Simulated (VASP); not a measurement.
# Sn2Se (P4/mmm) in VASP: relaxation of cell and atoms with PBE

Aim: the relaxation of cell and atoms of Sn2Se with PBE.

Program: VASP 6.6.1. These are calculated values, not measurements. Logs are shortened: lines on timing, memory, paths and dates and some standing lists are left out, and cuts for length are marked.

**1. The cell of the first run**

The structure is tetragonal, space group P4/mmm (No. 123). Conventional cell: a = 5.666 Å, b = 5.666 Å, c = 3.015 Å, α = 90.00°, β = 90.00°, γ = 90.00°. Within 3.7 Å of Sn (site symmetry mmm) lie 2 Se at 2.83 Å and 2 Sn at 3.01 Å. Within 3.7 Å of Se (site symmetry 4/mmm) lie 4 Sn at 2.83 Å and 2 Se at 3.01 Å.

The cell was built from a structure type or drawn by symmetry, and may not be a known phase.

**2. Relaxation of cell and atoms, PBE**

Input file INCAR:

```
SYSTEM = Sn2Se
PREC = Accurate
ENCUT = 600
EDIFF = 1E-6
ISMEAR = 0
SIGMA = 0.1
LREAL = .FALSE.
LASPH = .TRUE.
NELM = 100
ALGO = Normal
ISIF = 3
LWAVE = .FALSE.
LCHARG = .FALSE.
GGA = PE
IBRION = 2
NSW = 100
EDIFFG = -0.01
```

Input file KPOINTS:

```
Automatic mesh
0
G
  8 8 16
  0 0 0
```

Input file POSCAR:

```
Sn2Se
1.0
    5.6658065933      0.0000000000      0.0000000000
    0.0000000000      5.6658065933      0.0000000000
    0.0000000000      0.0000000000      3.0147723066
Sn Se
2 1
Direct
    0.0000000000      0.5000000000      0.5000000000
    0.5000000000      0.0000000000      0.5000000000
    0.5000000000      0.5000000000      0.5000000000
```

Potentials or basis: VASP PAW PBE potentials, release 64 (Sn_d, Se).

The run is started by

```console
> cat potpaw_PBE.64/Sn_d/POTCAR potpaw_PBE.64/Se/POTCAR > POTCAR
> mpirun -np 1 vasp_std > vasp.out
```

OUTCAR:

```text
SYSTEM = Sn2Se
   PREC = Accurate
   ENCUT = 600
   EDIFF = 1E-6
   ISMEAR = 0
   LREAL = .FALSE.
   LASPH = .TRUE.
   NELM = 100
   ISIF = 3
   GGA = PE
   IBRION = 2
   NSW = 100
   EDIFFG = -0.01

 ion  position               nearest neighbor table
   1  0.000  0.500  0.500-   3 2.83   3 2.83
   2  0.500  0.000  0.500-   3 2.83   3 2.83
   3  0.500  0.500  0.500-   1 2.83   2 2.83   2 2.83   1 2.83

  LATTYP: Found a simple tetragonal cell.
 ALAT       =     5.6658065933
 C/A-ratio  =     0.5320994031

  Lattice vectors:

 A1 = (   5.6658065933,   0.0000000000,   0.0000000000)
 A2 = (   0.0000000000,   5.6658065933,   0.0000000000)
 A3 = (   0.0000000000,   0.0000000000,   3.0147723066)

Analysis of symmetry for initial positions (statically):
=====================================================================
 Subroutine PRICEL returns:
 Original cell was already a primitive cell.

 Routine SETGRP: Setting up the symmetry group for a
 simple tetragonal supercell.

 Subroutine GETGRP returns: Found 16 space group operations
 (whereof 16 operations were pure point group operations)
 out of a pool of 16 trial point group operations.

The static configuration has the point symmetry D_4h.

Analysis of symmetry for dynamics (positions and initial velocities):
=====================================================================
 Subroutine PRICEL returns:
 Original cell was already a primitive cell.

 Routine SETGRP: Setting up the symmetry group for a
 simple tetragonal supercell.

 Subroutine GETGRP returns: Found 16 space group operations
 (whereof 16 operations were pure point group operations)
 out of a pool of 16 trial point group operations.

The dynamic configuration has the point symmetry D_4h.

 Subroutine INISYM returns: Found 16 space group operations
 (whereof 16 operations are pure point group operations),
 and found     1 'primitive' translations

----------------------------------------------------------------------------------------

                                     Primitive cell

  volume of cell :      96.7783

  direct lattice vectors                    reciprocal lattice vectors
     5.665806593  0.000000000  0.000000000     0.176497377  0.000000000  0.000000000
     0.000000000  5.665806593  0.000000000     0.000000000  0.176497377  0.000000000
     0.000000000  0.000000000  3.014772307     0.000000000  0.000000000  0.331700009

  length of vectors
     5.665806593  5.665806593  3.014772307     0.176497377  0.176497377  0.331700009

  position of ions in fractional coordinates (direct lattice)
     0.000000000  0.500000000  0.500000000
     0.500000000  0.000000000  0.500000000
     0.500000000  0.500000000  0.500000000

  ion indices of the primitive-cell ions
   primitive index   ion index
                 1           1
                 2           2
                 3           3

----------------------------------------------------------------------------------------

 KPOINTS: Automatic mesh

Automatic generation of k-mesh.
 Grid dimensions read from file:
 generate k-points for:    8    8   16

 Generating k-lattice:

  Cartesian coordinates                     Fractional coordinates (reciprocal lattice)
     0.022062172  0.000000000  0.000000000     0.125000000  0.000000000  0.000000000
     0.000000000  0.022062172  0.000000000     0.000000000  0.125000000  0.000000000
     0.000000000  0.000000000  0.020731251     0.000000000  0.000000000  0.062500000

  Length of vectors
     0.022062172  0.022062172  0.020731251

  Shift w.r.t. Gamma in fractional coordinates (k-lattice)
     0.000000000  0.000000000  0.000000000

 Subroutine IBZKPT returns following result:
 ===========================================

 Found    135 irreducible k-points:

 Following reciprocal coordinates:
            Coordinates               Weight
  0.000000  0.000000  0.000000      1.000000
  0.125000  0.000000  0.000000      4.000000
  0.250000  0.000000  0.000000      4.000000
  0.375000  0.000000  0.000000      4.000000
  0.500000  0.000000  0.000000      2.000000
  0.125000  0.125000  0.000000      4.000000
[... 16 lines left out ...]
  0.375000  0.125000  0.062500     16.000000
  0.500000  0.125000  0.062500      8.000000
 [... further k-points ...]
   k-points           NKPTS =    135   k-points in BZ     NKDIM =    135   number of bands    NBANDS=     21
   number of dos      NEDOS =    301   number of ions     NIONS =      3
   total plane-waves  NPLWV =  55296
   dimension x,y,z NGX =    48 NGY =   48 NGZ =   24
   dimension x,y,z NGXF=    96 NGYF=   96 NGZF=   48
   ions per type =               2   1
   NGX,Y,Z   is equivalent  to a cutoff of  14.08, 14.08, 13.23 a.u.
   NGXF,Y,Z  is equivalent  to a cutoff of  28.17, 28.17, 26.47 a.u.
 SYSTEM =  Sn2Se
   PREC   = accura    normal or accurate (medium, high low for compatibility)
   ISTART =      0    job   : 0-new  1-cont  2-samecut
   ICHARG =      2    charge: 1-file 2-atom 10-const
   ISPIN  =      1    spin polarized calculation?
   LNONCOLLINEAR =      F non collinear calculations
   LSORBIT =      F    spin-orbit coupling
   LASPH  =      T    aspherical Exc in radial PAW
   ENCUT  =  600.0 eV  44.10 Ry    6.64 a.u.  11.32 11.32  6.02*2*pi/ulx,y,z
   NELM   =    100;   NELMIN=  2; NELMDL= -5     # of ELM steps
   EDIFF  = 0.1E-05   stopping-criterion for ELM
   LREAL  =      F    real-space projection
   EDIFFG = -.1E-01   stopping-criterion for IOM
   NSW    =    100    number of steps for IOM
   IBRION =      2    ionic relax: 0-MD 1-quasi-New 2-CG
   NFREE  =      1    steps in history (QN), initial steepest desc. (CG)
   ISIF   =      3    stress and relaxation
   ISYM   =      2    0-nonsym 1-usesym 2-fastsym
   POTIM  = 0.5000    time-step for ionic-motion
   TEBEG  =    0.0;   TEEND  =   0.0 temperature during run
   PSTRESS=    0.0 pullay stress
   NELECT =      34.0000    total number of electrons
   NUPDOWN=      -1.0000    fix difference up-down
   EMIN   =  10.00;   EMAX   =-10.00  energy-range for DOS
   EFERMI =   0.00;   METHOD = LEGACY
   ISMEAR =     0;   SIGMA  =   0.10  broadening in eV -4-tet -1-fermi 0-gaus
   EFERMI_NEDOS =   21; number of points for ismear=-14 and -15
   IALGO  =     38    algorithm
   IMIX   =      4    mixing-type and parameters
     AMIX     =   0.40;   BMIX     =  1.00
     AMIX_MAG =   1.60;   BMIX_MAG =  1.00
  volume/ion in A,a.u.               =      32.26       217.70
  Fermi-wavevector in a.u.,A,eV,Ry     =   1.155159  2.182934 18.155513  1.334393
  Thomas-Fermi vector in A             =   2.291790
   LORBIT       =      0    0 simple, 1 ext, 2 COOP (PROOUT), +10 PAW based schemes
   GGA     = PE    functional components
   LHFCALC =     F    Hartree Fock is set to
   AEXX    =    0.0000 exact exchange contribution
   IVDW    =     0    specifies the selected vdW correction
   LEPSILON=     F    determine dielectric tensor
   LRPA    =     F    only Hartree local field effects (RPA)
 conjugate gradient relaxation of ions
 non-spin polarized calculation
 Gauss-broadening in eV      SIGMA  =   0.10
  energy-cutoff  :      600.00
  volume of cell :       96.78
 maximum number of plane-waves:      3256
 NGX is ok and might be reduce to    48
   NGX = 23   NGY = 23   NGZ = 13

--------------------------------------- Ionic step        1  -------------------------------------------

 number of electron      34.0000014 magnetization

 Free energy of the ion-electron system (eV)
  ---------------------------------------------------
  ext. energy  EPLUGINS =         0.00000000
  ---------------------------------------------------
  free energy    TOTEN  =       -10.58700877 eV

  energy without entropy =      -10.57556932  energy(sigma->0) =      -10.58128905

------------------------ aborting loop because EDIFF is reached ----------------------------------------

  FORCE on cell =-STRESS in cart. coord.  units (eV):
  Direction    XX          YY          ZZ          XY          YZ          ZX
  --------------------------------------------------------------------------------------
  -------------------------------------------------------------------------------------
  Total        1.1447072      1.1447072      1.0899191      0.0000000      0.0000000      0.0000000
  in kB       18.9507758     18.9507758     18.0437512      0.0000000      0.0000000      0.0000000
  external PRESSURE =      18.6484343 kB  Pullay stress =       0.0000000 kB
[... 133 lines left out ...]
  energy  without entropy=      -10.6019038918  energy(sigma->0) =      -10.60711243

--------------------------------------- Ionic step        5  -------------------------------------------

 number of electron      34.0000012 magnetization

 Free energy of the ion-electron system (eV)
  ---------------------------------------------------
  ext. energy  EPLUGINS =         0.00000000
  ---------------------------------------------------
  free energy    TOTEN  =       -10.61237952 eV

  energy without entropy =      -10.60181833  energy(sigma->0) =      -10.60709893

 E-fermi :   4.3909     XC(G=0):  -8.7593

 val. band max:        4.3779857135   @ k =   0.5000   0.2500   0.1250
 cond. band min:       4.3966078944   @ k =   0.5000   0.3750   0.1250
 fundamental gap:      0.0186221810
 Fermi energy:         4.3908569207

 k-point     1 :       0.0000    0.0000    0.0000
  band No.  band energies     occupation
      1     -17.3072      2.00000
      2     -17.2909      2.00000
      3     -17.2410      2.00000
      4     -17.2261      2.00000
      5     -17.2125      2.00000
      6     -17.1915      2.00000
[... 550 lines left out ...]
      5     -17.2086      2.00000
      6     -17.2083      2.00000
[... 13 lines left out ...]
     20       8.7145      0.00000
     21      10.6448      0.00000

 [... further k-points ...]

------------------------ aborting loop because EDIFF is reached ----------------------------------------

  FORCE on cell =-STRESS in cart. coord.  units (eV):
  Direction    XX          YY          ZZ          XY          YZ          ZX
  --------------------------------------------------------------------------------------
  -------------------------------------------------------------------------------------
  Total        0.0180841      0.0180841     -0.0176966      0.0000000      0.0000000      0.0000000
  in kB        0.2861547      0.2861547     -0.2800227      0.0000000      0.0000000      0.0000000
  external PRESSURE =       0.0974289 kB  Pullay stress =       0.0000000 kB
[... 18 lines left out ...]
  FREE ENERGIE OF THE ION-ELECTRON SYSTEM (eV)
  ---------------------------------------------------
  free  energy   TOTEN  =       -10.6123795218 eV

  energy  without entropy=      -10.6018183302  energy(sigma->0) =      -10.60709893

 reached required accuracy - stopping structural energy minimisation
```

It took 5.7 min on 1 thread of Intel Xeon 6975P-C (Granite Rapids), shared host; peak memory 0.49 GiB.

What came out:

- Free energy: -10.6124 eV
- Relaxed volume: 33.75 Å³/atom
- Relaxed cell: a = 5.756 Å, b = 5.756 Å, c = 3.056 Å, α = 90.00°, β = 90.00°, γ = 90.00°
- Space group after relaxing (to 0.1 Å): P4/mmm (No. 123)
- Energy gained by relaxing: 8.5 meV/atom
- Ionic steps: 5
- Pressure after relaxing: 0.0 GPa
- Band gap on the k mesh: zero (bands 17 and 18 overlap by 2.86 eV)

The path:
| step | energy change (eV) | largest force (eV/Å) | pressure (GPa) | volume (Å³) |
| --- | --- | --- | --- | --- |
| 1 | 0.0000 | 0.0000 | 1.86 | 96.78 |
| 2 | -0.0245 | 0.0000 | -0.26 | 102.13 |
| 3 | -0.0253 | 0.0000 | -0.02 | 101.34 |
| 4 | -0.0253 | 0.0000 | 0.02 | 101.25 |
| 5 | -0.0254 | 0.0000 | 0.01 | 101.25 |

Final structure:
```xyz
3
Lattice="5.7558 0.0000 0.0000 0.0000 5.7558 0.0000 0.0000 0.0000 3.0563" Properties=species:S:1:pos:R:3 pbc="T T T"
Sn    0.0000    2.8779    1.5281
Sn    2.8779    0.0000    1.5281
Se    2.8779    2.8779    1.5281
```

Caveat: spin-orbit coupling is left out, which moves the levels of the heavy elements.
